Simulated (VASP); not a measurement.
# LiCl (P4_12_12) in VASP: settings compared, part 2 of 3

VASP 6.6.1. The steps go on from the part before.

**3. Single point, r2SCAN**

This run uses another cell than the first one, of 20.75 Å³/atom.

File POSCAR:

```
LiCl
1.0
    6.7880079088      0.0000000000      0.0000000000
    0.0000000000      6.7880079088      0.0000000000
    0.0000000000      0.0000000000      3.6018913810
Li Cl
4 4
Direct
    0.6621108273      0.6621108273      0.5000000000
    0.1621108273      0.8378891727      0.2500000000
    0.3378891727      0.3378891727      0.0000000000
    0.8378891727      0.1621108273      0.7500000000
    0.8293504099      0.8293504099      0.0000000000
    0.3293504099      0.6706495901      0.7500000000
    0.1706495901      0.1706495901      0.5000000000
    0.6706495901      0.3293504099      0.2500000000
```

File INCAR.step1:

```
SYSTEM = LiCl
ALGO = Normal
EDIFF = 1E-4
ENCUT = 520
GGA = PE
ISMEAR = 0
LASPH = .True.
LCHARG = .False.
LREAL = .False.
LWAVE = .True.
NBANDS = 30
NELM = 80
PREC = Accurate
SIGMA = 0.02
```

File INCAR.step2:

```
SYSTEM = LiCl
ALGO = Normal
EDIFF = 1E-7
ENCUT = 520
ISIF = 2
ISMEAR = 0
ISTART = 1
LASPH = .True.
LCHARG = .False.
LMIXTAU = .True.
LREAL = .False.
LWAVE = .False.
METAGGA = R2SCAN
NBANDS = 30
NELM = 80
PREC = Accurate
SIGMA = 0.02
```

File KPOINTS:

```
k-points
0
Gamma
  4 4 6
  0 0 0
```

Potentials or basis: VASP PAW PBE potentials, release 64 (Li_sv, Cl).

Command:

```bash
$ cat potpaw_PBE.64/Li_sv/POTCAR potpaw_PBE.64/Cl/POTCAR > POTCAR
$ cp INCAR.step1 INCAR
$ mpirun -np 1 vasp_std > vasp.out
$ cp INCAR.step2 INCAR
$ mpirun -np 1 vasp_std > vasp.out
```

OUTCAR:

```text
SYSTEM = LiCl
   EDIFF = 1E-7
   ENCUT = 520
   ISIF = 2
   ISMEAR = 0
   ISTART = 1
   LASPH = .True.
   LREAL = .False.
   METAGGA = R2SCAN
   NELM = 80
   PREC = Accurate

 ion  position               nearest neighbor table
   1  0.662  0.662  0.500-   5 2.41   5 2.41   8 2.43   6 2.43
   2  0.162  0.838  0.250-   6 2.41   6 2.41   7 2.43   5 2.43
   3  0.338  0.338  0.000-   7 2.41   7 2.41   8 2.43   6 2.43
   4  0.838  0.162  0.750-   8 2.41   8 2.41   5 2.43   7 2.43
   5  0.829  0.829  0.000-   1 2.41   1 2.41   4 2.43   2 2.43
   6  0.329  0.671  0.750-   2 2.41   2 2.41   3 2.43   1 2.43
   7  0.171  0.171  0.500-   3 2.41   3 2.41   4 2.43   2 2.43
   8  0.671  0.329  0.250-   4 2.41   4 2.41   1 2.43   3 2.43

  LATTYP: Found a simple tetragonal cell.
 ALAT       =     6.7880079088
 C/A-ratio  =     0.5306256901

  Lattice vectors:

 A1 = (   6.7880079088,   0.0000000000,   0.0000000000)
 A2 = (   0.0000000000,   6.7880079088,   0.0000000000)
 A3 = (   0.0000000000,   0.0000000000,   3.6018913810)

Analysis of symmetry for initial positions (statically):
=====================================================================
 Subroutine PRICEL returns:
 Original cell was already a primitive cell.

 Routine SETGRP: Setting up the symmetry group for a
 simple tetragonal supercell.

 Subroutine GETGRP returns: Found  8 space group operations
 (whereof  2 operations were pure point group operations)
 out of a pool of 16 trial point group operations.

The static configuration has the point symmetry C_2 .
 The point group associated with its full space group is D_4 .

Analysis of symmetry for dynamics (positions and initial velocities):
=====================================================================
 Subroutine PRICEL returns:
 Original cell was already a primitive cell.

[... 141 lines left out ...]
  Fermi-wavevector in a.u.,A,eV,Ry     =   1.018802  1.925256 14.122266  1.037957
  Thomas-Fermi vector in A             =   2.152280
   LORBIT       =      0    0 simple, 1 ext, 2 COOP (PROOUT), +10 PAW based schemes
   METAGGA = R2SCAN    functional components
   LHFCALC =     F    Hartree Fock is set to
   AEXX    =    0.0000 exact exchange contribution
   IVDW    =     0    specifies the selected vdW correction
   LEPSILON=     F    determine dielectric tensor
   LRPA    =     F    only Hartree local field effects (RPA)
 non-spin polarized calculation
 Gauss-broadening in eV      SIGMA  =   0.02
  energy-cutoff  :      520.00
  volume of cell :      165.96
 maximum number of plane-waves:      4502
   NGX = 25   NGY = 25   NGZ = 13

 number of electron      40.0000019 magnetization

 Free energy of the ion-electron system (eV)
  ---------------------------------------------------
  ext. energy  EPLUGINS =         0.00000000
  ---------------------------------------------------
  free energy    TOTEN  =       -49.87323695 eV

  energy without entropy =      -49.87323695  energy(sigma->0) =      -49.87323695

 E-fermi :  -1.1039     XC(G=0):  -8.0678

 val. band max:       -1.3350944041   @ k =   0.2500   0.2500   0.0000
 cond. band min:       4.9940640863   @ k =   0.0000   0.0000   0.0000
 fundamental gap:      6.3291584904
 Fermi energy:        -1.1039291817

 k-point     1 :       0.0000    0.0000    0.0000
  band No.  band energies     occupation
      1     -45.9875      2.00000
      2     -45.9859      2.00000
      3     -45.9858      2.00000
      4     -45.9858      2.00000
      5     -14.8680      2.00000
      6     -14.5250      2.00000
[... 781 lines left out ...]
     29       9.9997      0.00000
     30       9.9997      0.00000

------------------------ aborting loop because EDIFF is reached ----------------------------------------

  FORCE on cell =-STRESS in cart. coord.  units (eV):
  Direction    XX          YY          ZZ          XY          YZ          ZX
  --------------------------------------------------------------------------------------
  -------------------------------------------------------------------------------------
  Total       -0.9557872     -0.9557872     -0.9169078      0.0000000      0.0000000      0.0000000
  in kB       -9.2269141     -9.2269141     -8.8515837      0.0000000      0.0000000      0.0000000
  external PRESSURE =      -9.1018040 kB  Pullay stress =       0.0000000 kB

 VOLUME and BASIS-vectors are now :
 -----------------------------------------------------------------------------
  energy-cutoff  :      520.00
  volume of cell :      165.96
      direct lattice vectors                 reciprocal lattice vectors
     6.788007909  0.000000000  0.000000000     0.147318626  0.000000000  0.000000000
     0.000000000  6.788007909  0.000000000     0.000000000  0.147318626  0.000000000
     0.000000000  0.000000000  3.601891381     0.000000000  0.000000000  0.277631915

 POSITION                                       TOTAL-FORCE (eV/Angst)
 -----------------------------------------------------------------------------------
      4.49441      4.49441      1.80095         0.024116      0.024116     -0.000000
      1.10041      5.68760      0.90047         0.024116     -0.024116      0.000000
      2.29359      2.29359      0.00000        -0.024116     -0.024116     -0.000000
      5.68760      1.10041      2.70142        -0.024116      0.024116     -0.000000
      5.62964      5.62964      0.00000         0.013189      0.013189     -0.000000
      2.23563      4.55237      2.70142         0.013189     -0.013189     -0.000000
      1.15837      1.15837      1.80095        -0.013189     -0.013189     -0.000000
      4.55237      2.23563      0.90047        -0.013189      0.013189     -0.000000
 -----------------------------------------------------------------------------------
    total drift:                                0.000000     -0.000000      0.000000

  FREE ENERGIE OF THE ION-ELECTRON SYSTEM (eV)
  ---------------------------------------------------
  free  energy   TOTEN  =       -49.8732369539 eV

  energy  without entropy=      -49.8732369539  energy(sigma->0) =      -49.87323695
```

OSZICAR.step1:

```text
N       E                     dE             d eps       ncg     rms          rms(c)
DAV:   1     0.312537599498E+03    0.31254E+03   -0.16993E+04  1440   0.128E+03
DAV:   2     0.104793523001E+02   -0.30206E+03   -0.28674E+03  1768   0.295E+02
DAV:   3    -0.225403371940E+02   -0.33020E+02   -0.32861E+02  1808   0.921E+01
DAV:   4    -0.294030178917E+02   -0.68627E+01   -0.68303E+01  2826   0.281E+01
DAV:   5    -0.297846034737E+02   -0.38159E+00   -0.38153E+00  1996   0.766E+00    0.475E+00
DAV:   6    -0.292528457939E+02    0.53176E+00   -0.11980E+00  2018   0.450E+00    0.357E+00
DAV:   7    -0.292453881612E+02    0.74576E-02   -0.40962E-01  2250   0.233E+00    0.211E+00
DAV:   8    -0.292903056622E+02   -0.44918E-01   -0.74094E-02  1756   0.135E+00    0.432E-01
DAV:   9    -0.292912976547E+02   -0.99199E-03   -0.69437E-03  2136   0.357E-01    0.140E-01
DAV:  10    -0.292948305222E+02   -0.35329E-02   -0.37587E-03  1650   0.299E-01    0.416E-02
DAV:  11    -0.292949069703E+02   -0.76448E-04   -0.10934E-04  1616   0.570E-02
   1 F= -.29294907E+02 E0= -.29294907E+02  d E =-.744444E-58
```

It took 9.7 min on 1 thread of Intel Xeon 8259CL, shared host; peak memory 0.32 GiB.

Results:

- Free energy: -49.8732 eV
- Largest force: 0.034 eV/Å
- Band gap on the k mesh: 6.33 eV (least direct gap 6.38 eV)

Forces on the atoms (eV/Å):
```
Li   0.024  0.024  0.000
Li   0.024 -0.024  0.000
Li  -0.024 -0.024  0.000
Li  -0.024  0.024  0.000
Cl   0.013  0.013  0.000
Cl   0.013 -0.013  0.000
Cl  -0.013 -0.013  0.000
Cl  -0.013  0.013  0.000
```

Levels at points of the mesh, in eV from the valence-band top:
```
           k point  band 17  band 18  band 19  band 20  band 21  band 22  band 23  band 24
(0.00, 0.00, 0.00)    -0.11    -0.11    -0.07    -0.05     6.33     8.54     8.54     9.10
(0.50, 0.00, 0.00)    -0.21    -0.21    -0.06    -0.06     7.34     7.34     8.42     8.42
(0.50, 0.50, 0.00)    -0.07    -0.07    -0.06    -0.06     7.33     7.33     8.30     8.30
(0.00, 0.00, 0.50)    -0.49    -0.49    -0.15    -0.15     7.37     7.37     9.27     9.27
(0.50, 0.00, 0.50)    -0.61    -0.61    -0.19    -0.19     7.74     7.74     8.81     8.81
(0.50, 0.50, 0.50)    -0.49    -0.49    -0.49    -0.49     8.35     8.35     8.35     8.35
```

Caveat: the cutoff is under 1.25 times the usual one of these potentials, so pressure, stress and relaxed cells hold a basis-set (Pulay) error; the PAW data sets were made with another functional, which shifts forces and pressure a little.

**4. Relaxation of cell and atoms, PBE**

This run uses another cell than the first one, of 14.43 Å³/atom.

File INCAR:

```
PREC = Accurate
ENCUT = 600
EDIFF = 1E-7
ISMEAR = 0
SIGMA = 0.1
LREAL = F
LASPH = T
NELM = 80
ALGO = Normal
ISIF = 3
LWAVE = F
LCHARG = F
GGA = PE
IBRION = 2
NSW = 90
EDIFFG = -0.04
```

File KPOINTS:

```
Automatic mesh
0
Gamma
  4 4 6
```

File POSCAR:

```
LiCl
1.0
    5.9576849500      0.0000000000      0.0000000000
    0.0000000000      5.9576849500      0.0000000000
    0.0000000000      0.0000000000      3.2523762300
Li Cl
4 4
Direct
    0.6692432600      0.6692432600      0.5000000000
    0.1692432600      0.8307567400      0.2500000000
    0.3307567400      0.3307567400      0.0000000000
    0.8307567400      0.1692432600      0.7500000000
    0.8307567400      0.8307567400      0.0000000000
    0.3307567400      0.6692432600      0.7500000000
    0.1692432600      0.1692432600      0.5000000000
    0.6692432600      0.3307567400      0.2500000000
```

Command:

```bash
$ cat potpaw_PBE.64/Li_sv/POTCAR potpaw_PBE.64/Cl/POTCAR > POTCAR
$ mpirun -np 1 vasp_std > vasp.out
```

Wall time 14 min (1 thread of Intel Xeon 8259CL, shared host); peak memory 0.27 GiB.

Results (log left out):

```
Free energy                           : -29.2541 eV
Relaxed volume                        : 20.50 Å³/atom
Relaxed cell                          : a = 6.759 Å, b = 6.759 Å, c = 3.589 Å, α = 90.00°, β = 90.00°, γ = 90.00°
Space group after relaxing (to 0.1 Å) : P4_12_12 (No. 92)
Energy gained by relaxing             : 281.6 meV/atom
Ionic steps                           : 10
Pressure after relaxing               : 0.1 GPa
Largest force after relaxing          : 0.020 eV/Å
Band gap on the k mesh                : 5.70 eV (least direct gap 5.76 eV)
```

Forces in eV/Å, atoms in the order of the input:
```
Li  -0.014 -0.014  0.000
Li  -0.014  0.014  0.000
Li   0.014  0.014  0.000
Li   0.014 -0.014  0.000
Cl  -0.014 -0.014  0.000
Cl  -0.014  0.014  0.000
Cl   0.014  0.014  0.000
Cl   0.014 -0.014  0.000
```

Step by step:
| step | energy change (eV) | largest force (eV/Å) | pressure (GPa) | volume (Å³) |
| --- | --- | --- | --- | --- |
| 1 | 0.0000 | 0.2947 | 19.70 | 115.44 |
| 2 | -2.0600 | 0.0658 | 3.59 | 147.69 |
| 3 | -2.2099 | 0.0444 | 1.07 | 158.40 |
| 4 | -2.2277 | 0.0437 | 0.15 | 163.40 |
| 5 | -2.2279 | 0.0435 | -0.03 | 164.47 |
| 6 | -2.2388 | 0.0402 | -0.05 | 164.74 |
| 7 | -2.2494 | 0.0618 | -0.08 | 165.25 |
| 8 | -2.2496 | 0.0643 | -0.08 | 165.31 |
| 9 | -2.2510 | 0.0525 | -0.03 | 164.94 |
| 10 | -2.2525 | 0.0205 | 0.14 | 163.97 |

Final structure:
```
Li Cl
1.0
     6.75943    0.00000    0.00000
     0.00000    6.75943    0.00000
     0.00000    0.00000    3.58874
Li Cl
4 4
Direct
  0.66426 0.66426 0.50000
  0.16426 0.83574 0.25000
  0.33574 0.33574 0.00000
  0.83574 0.16426 0.75000
  0.83104 0.83104 0.00000
  0.33104 0.66896 0.75000
  0.16896 0.16896 0.50000
  0.66896 0.33104 0.25000
```

Levels at points of the mesh, in eV from the valence-band top:
```tsv
k point	band 18	band 19	band 20	band 21	band 22	band 23
(0.00, 0.00, 0.00)	-0.11	-0.07	-0.06	5.70	7.81	7.81
(0.50, 0.00, 0.00)	-0.22	-0.06	-0.06	6.75	6.75	7.69
(0.50, 0.50, 0.00)	-0.07	-0.06	-0.06	6.75	6.75	7.54
(0.00, 0.00, 0.50)	-0.48	-0.18	-0.18	6.79	6.79	8.56
(0.50, 0.00, 0.50)	-0.61	-0.20	-0.20	7.17	7.17	8.11
(0.50, 0.50, 0.50)	-0.50	-0.50	-0.50	7.73	7.73	7.73
```

Caveat: the cutoff is under 1.25 times the usual one of these potentials, so pressure, stress and relaxed cells hold a basis-set (Pulay) error; the volume moved by over 15 % at a fixed basis, so the end points are rough. A k mesh can miss the band edges.

(Part 2 of 3 ends here.)
